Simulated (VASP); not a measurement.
Here is a VASP 6.6.1 calculation.

INCAR

```
SYSTEM = LiCl
ALGO = Normal ; EDIFF = 1E-8
ENCUT = 520 ; GGA = PS
IBRION = 8 ; ISIF = 2
ISMEAR = 0 ; LASPH = .True.
LCHARG = .False. ; LREAL = .False.
LWAVE = .False. ; NELM = 80
NSW = 1 ; PREC = Accurate
SIGMA = 0.01
```

The input KPOINTS:

```
k-points
0
Gamma
  8 8 8
  0 0 0
```

POSCAR

```
LiCl
1.0
    0.0000000000      2.5440003122      2.5440003122
    2.5440003122      0.0000000000      2.5440003122
    2.5440003122      2.5440003122      0.0000000000
Li Cl
1 1
Direct
    0.0000000000      0.0000000000      0.0000000000
    0.5000000000      0.5000000000      0.5000000000
```

Potentials or basis: VASP PAW PBE potentials, release 64 (Li_sv, Cl).

Launch:

```sh
$ cat potpaw_PBE.64/Li_sv/POTCAR potpaw_PBE.64/Cl/POTCAR > POTCAR
$ mpirun -np 1 vasp_std > vasp.out
```

Q: What does it give for the highest phonon frequency at Γ, LO-TO splitting left out?

A: 197 cm⁻¹.

Phonon frequencies in cm⁻¹ (negative: imaginary):
| q point | frequencies |
| --- | --- |
| (0.000, 0.000, 0.000) | -1 -1 -1 197 197 197 |
